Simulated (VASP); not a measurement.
Crystal: Co.

```xyz
2
Lattice="2.4720 0.0000 0.0000 -1.2360 2.1408 0.0000 0.0000 0.0000 4.0211" Properties=species:S:1:pos:R:3 pbc="T T T"
Co    1.2360    0.7136    3.0159
Co    0.0000    1.4272    1.0053
```

Base run:

- Program: VASP 6.6.1
- Functional: PBE
- Potentials or basis: VASP PAW PBE potentials, release 64 (Co_sv)
- Cutoff: 690 eV
- k mesh: 10 × 10 × 6
- Occupations: fermi-dirac, width 0.05 eV
- Spin: collinear spin, ferromagnetic start
- Starting moments: [3.0, 3.0] μB
- Fixed moment: 6 μB

Its results: pressure 50.7 GPa; site moments Co +2.68 μB.

Task: The run is repeated on the same cell with these changes: functional from PBE to PBEsol. What comes out?

Result: Pressure 39.9 GPa; site moments Co +2.68 μB.

PBEsol binds more tightly than PBE, so the same cell stands under less pressure.

Caveats: the total moment is fixed, so each spin has its own Fermi level and the state may be an excited one; the stress differs along the axes, from 49 to 54 GPa (at least some runs); the cell stands under pressure (at least some runs); the PAW data sets were made with another functional, which shifts forces and pressure a little (at least some runs).
